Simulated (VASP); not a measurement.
Input of a VASP 6.6.1 run:

POSCAR

```
Mg2C3
1.0
    2.4063201191     -2.3426107354     -0.0056849748
    2.4063201191      2.3426107354     -0.0056849748
   -1.2337819514      0.0000000000      4.8699367886
Mg C
2 3
Direct
    0.8094807413      0.8094807413      0.1980806852
    0.1905192587      0.1905192587      0.8019193148
    0.3021865357      0.3021865357      0.2622175095
    0.6978134643      0.6978134643      0.7377824905
    0.5000000000      0.5000000000      0.5000000000
```

The input INCAR.step1:

```
SYSTEM = Mg2C3
PREC = Accurate ; ENCUT = 520
EDIFF = 1E-5 ; ISMEAR = 0
SIGMA = 0.05 ; LREAL = .False.
LASPH = .True. ; NELM = 80
ALGO = Normal ; ISIF = 2
LWAVE = .True. ; LCHARG = .False.
GGA = PE ; NBANDS = 16
```

The input INCAR.step2:

```
SYSTEM = Mg2C3
PREC = Accurate ; ENCUT = 520
EDIFF = 1E-7 ; ISMEAR = 0
SIGMA = 0.05 ; LREAL = .False.
LASPH = .True. ; NELM = 80
ALGO = Normal ; ISIF = 2
LWAVE = .False. ; LCHARG = .False.
GGA = PE ; LHFCALC = .True.
HFSCREEN = 0.2079 ; PRECFOCK = Fast
ISTART = 1 ; NBANDS = 16
```

File KPOINTS:

```
Automatic mesh
0
Gamma
  4 4 4
  0 0 0
```

Potentials or basis: VASP PAW PBE potentials, release 64 (Mg, C).

Command:

```sh
$ cat potpaw_PBE.64/Mg/POTCAR potpaw_PBE.64/C/POTCAR > POTCAR
$ cp INCAR.step1 INCAR
$ mpirun -np 1 vasp_std > vasp.out
$ cp INCAR.step2 INCAR
$ mpirun -np 1 vasp_std > vasp.out
```

Q: What does it give for the band gap on the k mesh?

A: 2.38 eV (least direct gap 3.10 eV).

Q: What does it give for the largest force?

A: 0.568 eV/Å.

Q: Estimate the pressure.

A: -3.0 GPa.

Forces in eV/Å, atoms in the order of the input:
```
Mg  -0.001  0.000  0.014
Mg   0.001  0.000 -0.014
C    0.283  0.000  0.492
C   -0.283  0.000 -0.492
C    0.000  0.000  0.000
```

Caveat: the k points lie up to 0.48 Å⁻¹ apart; the PAW data sets were made with another functional, which shifts forces and pressure a little. A k mesh can miss the band edges.
